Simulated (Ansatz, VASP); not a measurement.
# Two plane-wave programs on P

```
P
1.0
     0.00000    1.95071    1.95071
     1.95071    0.00000    1.95071
     1.95071    1.95071    0.00000
P
1
Direct
  0.00000 0.00000 0.00000
```

Change from the starting cell: volume scaled by 1.02, PAW files.

Alike in both runs: task electric field gradients; functional PBE; k mesh 20 × 20 × 20; occupations fermi-dirac, width 0.05 eV; no spin polarisation.

|  | VASP | Ansatz |
| --- | --- | --- |
| version | VASP 6.6.1 | Ansatz 0.2.0 |
| potentials or method | VASP PAW PBE potentials, release 64 (P) | PAW with Ansatz's default frozen-core files, scalar-relativistic |
| plane-wave cutoff (eV) | 520 | 420 |
| valence electrons in the cell | 5 | 5 |

```csv
,VASP,Ansatz,Ansatz less VASP
pressure (GPa),-1.9,-1.7,+0.16
```
